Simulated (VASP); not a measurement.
# Ga (Cmcm) in VASP: notebook, part 2 of 2

VASP 6.6.1. Earlier steps stand in the parts before.

## 3. Electric field gradients, LDA (equal xx and yy strain of -3 %)

Contents of INCAR:

```
SYSTEM = Ga
  PREC = Accurate
  ENCUT = 520
  EDIFF = 1E-8
  ISMEAR = -1
  SIGMA = 0.08
  LREAL = .False.
  LASPH = .True.
  NELM = 60
  ALGO = Normal
  ISIF = 2
  LWAVE = .False.
  LCHARG = .False.
  GGA = CA
  LEFG = .True.
  NBANDS = 20
```

Contents of KPOINTS:

```
regular mesh
0
Gamma
  12 12 10
  0 0 0
```

Contents of POSCAR:

```
Ga
1.0
    1.4065000000     -3.9430500000      0.0000000000
    1.4065000000      3.9430500000      0.0000000000
    0.0000000000      0.0000000000      3.1700000000
Ga
2
Direct
    0.8670000000      0.1330000000      0.2500000000
    0.1330000000      0.8670000000      0.7500000000
```

Potentials or basis: VASP PAW LDA potentials, release 64 (Ga_d).

Started as:

```bash
> cat potpaw_LDA.64/Ga_d/POTCAR > POTCAR
> mpirun -np 1 vasp_std > vasp.out
```

OUTCAR:

```text
SYSTEM = Ga
   PREC = Accurate
   ENCUT = 520
   EDIFF = 1E-8
   ISMEAR = -1
   LREAL = .False.
   LASPH = .True.
   NELM = 60
   ISIF = 2
   GGA = CA

 ion  position               nearest neighbor table
   1  0.867  0.133  0.250-   2 2.63   2 2.63   2 2.81   2 2.81   2 2.81   2 2.81
   2  0.133  0.867  0.750-   1 2.63   1 2.63   1 2.81   1 2.81   1 2.81   1 2.81

  LATTYP: Found a base centered orthorhombic cell.
 ALAT       =     2.8130000000
 B/A-ratio  =     2.8034482759
 C/A-ratio  =     1.1269107714

  Lattice vectors:

 A1 = (   1.4065000000,  -3.9430500000,   0.0000000000)
 A2 = (   1.4065000000,   3.9430500000,   0.0000000000)
 A3 = (   0.0000000000,   0.0000000000,   3.1700000000)

Analysis of symmetry for initial positions (statically):
=====================================================================
 Subroutine PRICEL returns:
 Original cell was already a primitive cell.

 Routine SETGRP: Setting up the symmetry group for a
 base centered orthorhombic supercell.
[... 744 lines left out ...]
     1.406500000 -3.943050000  0.000000000     0.355492357 -0.126805392  0.000000000
     1.406500000  3.943050000  0.000000000     0.355492357  0.126805392  0.000000000
     0.000000000  0.000000000  3.170000000     0.000000000  0.000000000  0.315457413

 POSITION                                       TOTAL-FORCE (eV/Angst)
 -----------------------------------------------------------------------------------
      1.40650     -2.89420      0.79250         0.000000      0.198539      0.000000
      1.40650      2.89420      2.37750         0.000000     -0.198539      0.000000
 -----------------------------------------------------------------------------------
    total drift:                                0.000000      0.000000     -0.000000

  FREE ENERGIE OF THE ION-ELECTRON SYSTEM (eV)
  ---------------------------------------------------
  free  energy   TOTEN  =        -7.1506750709 eV

  energy  without entropy=       -7.1337161806  energy(sigma->0) =       -7.14219563

 Electric field gradients (V/A^2)
---------------------------------------------------------------------
 ion       V_xx      V_yy      V_zz      V_xy      V_xz      V_yz
---------------------------------------------------------------------
   1       8.680   -28.361    19.681    -0.000     0.000    -0.000
   2       8.680   -28.361    19.681     0.000     0.000     0.000
---------------------------------------------------------------------

 Electric field gradients after diagonalization (V/A^2)
 (convention: |V_zz| > |V_xx| > |V_yy|)
----------------------------------------------------------------------
 ion       V_xx      V_yy      V_zz     asymmetry (V_yy - V_xx)/ V_zz
----------------------------------------------------------------------
   1      19.681     8.680   -28.361       0.388
   2      19.681     8.680   -28.361       0.388
----------------------------------------------------------------------

           NMR quadrupolar parameters

 Cq : quadrupolar parameter    Cq=e*Q*V_zz/h
 eta: asymmetry parameters     (V_yy - V_xx)/ V_zz
 Q  : nuclear electric quadrupole moment in mb (millibarn)
----------------------------------------------------------------------
 ion       Cq(MHz)       eta       Q (mb)
----------------------------------------------------------------------
   1      -0.069       0.388       1.000
   2      -0.069       0.388       1.000
----------------------------------------------------------------------
```

OSZICAR:

```text
N       E                     dE             d eps       ncg     rms          rms(c)
DAV:   1     0.131056228128E+03    0.13106E+03   -0.13178E+04 10884   0.251E+03
DAV:   2     0.420388356590E+01   -0.12685E+03   -0.12361E+03 10664   0.386E+02
DAV:   3    -0.706798299763E+01   -0.11272E+02   -0.11206E+02 11512   0.949E+01
DAV:   4    -0.723516466286E+01   -0.16718E+00   -0.16707E+00 11992   0.127E+01
DAV:   5    -0.723794959013E+01   -0.27849E-02   -0.27848E-02 11644   0.161E+00    0.154E+00
DAV:   6    -0.716876963697E+01    0.69180E-01   -0.11367E-01 14028   0.575E+00    0.753E-01
DAV:   7    -0.715251160460E+01    0.16258E-01   -0.19044E-02 14792   0.188E+00    0.205E-01
DAV:   8    -0.715066803617E+01    0.18436E-02   -0.26373E-03 11544   0.720E-01    0.168E-02
DAV:   9    -0.715067546994E+01   -0.74338E-05   -0.92112E-05 11912   0.101E-01    0.660E-03
DAV:  10    -0.715067509493E+01    0.37501E-06   -0.58152E-06 11956   0.302E-02    0.161E-03
DAV:  11    -0.715067507730E+01    0.17635E-07   -0.46337E-07 12300   0.817E-03    0.520E-04
DAV:  12    -0.715067507088E+01    0.64147E-08   -0.60159E-08 11976   0.341E-03
   1 F= -.71506751E+01 E0= -.71421956E+01  d E =-.169589E-01
```

It took 74 s on 1 thread of Intel Xeon Platinum 8488C (Sapphire Rapids), shared host; peak memory 0.25 GiB.

What came out:

- Free energy: -7.1507 eV
- Pressure: -0.8 GPa
- Largest force: 0.199 eV/Å
- Band gap on the k mesh: zero (bands 13 and 14 overlap by 9.33 eV)
- Largest electric field gradient by atom: Ga -28.4 V/Å²

Forces on the atoms (eV/Å):
```
Ga   0.000  0.199  0.000
Ga   0.000 -0.199  0.000
```

Levels at points of the mesh, in eV from the Fermi level:
```tsv
k point	band 10	band 11	band 12	band 13	band 14	band 15	band 16	band 17
(0.00, 0.00, 0.00)	-14.81	-11.75	-2.30	-1.36	2.34	6.29	8.51	9.47
(0.50, 0.00, 0.00)	-14.87	-6.77	-5.62	-1.77	-0.21	6.52	6.84	9.24
(0.50, 0.50, 0.00)	-14.88	-9.58	-8.91	4.75	5.54	6.31	6.97	7.15
(0.00, 0.00, 0.50)	-14.90	-7.90	-7.90	1.88	1.88	2.73	2.73	10.99
(0.50, 0.00, 0.50)	-14.86	-3.16	-3.16	-1.77	-1.77	1.91	1.91	4.46
(0.50, 0.50, 0.50)	-14.98	-5.91	-5.91	-4.57	-4.57	10.16	10.16	12.17
```

Electric field gradients, principal values (V/Å²):
```tsv
atom	least	middle	greatest (by size)
1 Ga	8.680	19.681	-28.361
2 Ga	8.680	19.681	-28.361
```

Caveat: the cell differs from its parent crystal (equal xx and yy strain of -3 %); without QUAD_EFG the Cq values of the log hold for a quadrupole moment of 1 mb, not for the nuclei.

## 4. Electric field gradients, LDA (equal xx and yy strain of -1 %)

Contents of INCAR:

```
SYSTEM = Ga
PREC = Accurate
ENCUT = 520
EDIFF = 1E-8
ISMEAR = -1
SIGMA = 0.08
LREAL = .False.
LASPH = .True.
NELM = 80
ALGO = Normal
ISIF = 2
LWAVE = .False.
LCHARG = .False.
LEFG = .True.
NBANDS = 20
```

KPOINTS is that of step 3.

Contents of POSCAR:

```
Ga
1.0
    1.4355000000     -4.0243500000      0.0000000000
    1.4355000000      4.0243500000      0.0000000000
    0.0000000000      0.0000000000      3.1700000000
Ga
2
Direct
    0.8670000000      0.1330000000      0.2500000000
    0.1330000000      0.8670000000      0.7500000000
```

Potentials or basis: VASP PAW LDA potentials, release 64 (Ga_d).

Started as:

```bash
> cat potpaw_LDA.64/Ga_d/POTCAR > POTCAR
> mpirun -np 1 vasp_std > vasp.out
```

OUTCAR:

```text
SYSTEM = Ga
   PREC = Accurate
   ENCUT = 520
   EDIFF = 1E-8
   ISMEAR = -1
   LREAL = .False.
   LASPH = .True.
   NELM = 80
   ISIF = 2

 ion  position               nearest neighbor table
   1  0.867  0.133  0.250-   2 2.66   2 2.66   2 2.85   2 2.85   2 2.85   2 2.85
   2  0.133  0.867  0.750-   1 2.66   1 2.66   1 2.85   1 2.85   1 2.85   1 2.85

  LATTYP: Found a base centered orthorhombic cell.
 ALAT       =     2.8710000000
 B/A-ratio  =     2.8034482759
 C/A-ratio  =     1.1041448972

  Lattice vectors:

 A1 = (   1.4355000000,  -4.0243500000,   0.0000000000)
 A2 = (   1.4355000000,   4.0243500000,   0.0000000000)
 A3 = (   0.0000000000,   0.0000000000,   3.1700000000)

Analysis of symmetry for initial positions (statically):
=====================================================================
 Subroutine PRICEL returns:
 Original cell was already a primitive cell.

 Routine SETGRP: Setting up the symmetry group for a
 base centered orthorhombic supercell.

 Subroutine GETGRP returns: Found  8 space group operations
 (whereof  4 operations were pure point group operations)
 out of a pool of  8 trial point group operations.

The static configuration has the point symmetry C_2h.
 The point group associated with its full space group is D_2h.

Analysis of symmetry for dynamics (positions and initial velocities):
=====================================================================
 Subroutine PRICEL returns:
 Original cell was already a primitive cell.

 Routine SETGRP: Setting up the symmetry group for a
 base centered orthorhombic supercell.

 Subroutine GETGRP returns: Found  8 space group operations
 (whereof  4 operations were pure point group operations)
[... 159 lines left out ...]
      1      -9.7237      2.00000
      2      -9.7046      2.00000
      3      -9.6289      2.00000
      4      -9.6162      2.00000
      5      -9.4091      2.00000
      6      -9.3945      2.00000
[... 541 lines left out ...]
     19      16.3018      0.00000
     20      18.4985      0.00000

 [... further k-points ...]

------------------------ aborting loop because EDIFF is reached ----------------------------------------

  FORCE on cell =-STRESS in cart. coord.  units (eV):
  Direction    XX          YY          ZZ          XY          YZ          ZX
  --------------------------------------------------------------------------------------
  -------------------------------------------------------------------------------------
  Total       -1.1425239     -0.4741690     -0.3472123      0.0000000     -0.0000000      0.0000000
  in kB      -49.9790130    -20.7422365    -15.1885900      0.0000000     -0.0000000      0.0000000
  external PRESSURE =     -28.6366132 kB  Pullay stress =       0.0000000 kB

 VOLUME and BASIS-vectors are now :
 -----------------------------------------------------------------------------
  energy-cutoff  :      520.00
  volume of cell :       36.63
      direct lattice vectors                 reciprocal lattice vectors
     1.435500000 -4.024350000  0.000000000     0.348310693 -0.124243667  0.000000000
     1.435500000  4.024350000  0.000000000     0.348310693  0.124243667  0.000000000
     0.000000000  0.000000000  3.170000000     0.000000000  0.000000000  0.315457413

 POSITION                                       TOTAL-FORCE (eV/Angst)
 -----------------------------------------------------------------------------------
      1.43550     -2.95387      0.79250         0.000000      0.189196      0.000000
      1.43550      2.95387      2.37750         0.000000     -0.189196      0.000000
 -----------------------------------------------------------------------------------
    total drift:                                0.000000      0.000000     -0.000000

  FREE ENERGIE OF THE ION-ELECTRON SYSTEM (eV)
  ---------------------------------------------------
  free  energy   TOTEN  =        -7.1272022322 eV

  energy  without entropy=       -7.1097350988  energy(sigma->0) =       -7.11846867

 Electric field gradients (V/A^2)
---------------------------------------------------------------------
 ion       V_xx      V_yy      V_zz      V_xy      V_xz      V_yz
---------------------------------------------------------------------
   1       9.935   -27.845    17.910    -0.000     0.000    -0.000
   2       9.935   -27.845    17.910     0.000     0.000     0.000
---------------------------------------------------------------------

 Electric field gradients after diagonalization (V/A^2)
 (convention: |V_zz| > |V_xx| > |V_yy|)
----------------------------------------------------------------------
 ion       V_xx      V_yy      V_zz     asymmetry (V_yy - V_xx)/ V_zz
----------------------------------------------------------------------
   1      17.910     9.935   -27.845       0.286
   2      17.910     9.935   -27.845       0.286
----------------------------------------------------------------------

           NMR quadrupolar parameters

 Cq : quadrupolar parameter    Cq=e*Q*V_zz/h
 eta: asymmetry parameters     (V_yy - V_xx)/ V_zz
 Q  : nuclear electric quadrupole moment in mb (millibarn)
----------------------------------------------------------------------
 ion       Cq(MHz)       eta       Q (mb)
----------------------------------------------------------------------
   1      -0.067       0.286       1.000
   2      -0.067       0.286       1.000
----------------------------------------------------------------------
```

Wall time 75 s (1 thread of Intel Xeon Platinum 8488C (Sapphire Rapids), shared host); peak memory 0.25 GiB.

What came out:

| Item | Value |
| --- | --- |
| Free energy | -7.1272 eV |
| Pressure | -2.9 GPa |
| Largest force | 0.189 eV/Å |
| Band gap on the k mesh | zero (bands 13 and 14 overlap by 9.30 eV) |
| Largest electric field gradient by atom | Ga -27.8 V/Å² |

Forces on the atoms (eV/Å):
```
Ga   0.000  0.189  0.000
Ga   0.000 -0.189  0.000
```

Stress tensor (GPa, compression positive):
```
-5.00  0.00  0.00
 0.00 -2.07  0.00
 0.00  0.00 -1.52
```

Electric field gradients, principal values (V/Å²):
```csv
atom,least,middle,greatest (by size)
1 Ga,9.935,17.910,-27.845
2 Ga,9.935,17.910,-27.845
```

Caveat: the cell differs from its parent crystal (equal xx and yy strain of -1 %); without QUAD_EFG the Cq values of the log hold for a quadrupole moment of 1 mb, not for the nuclei.
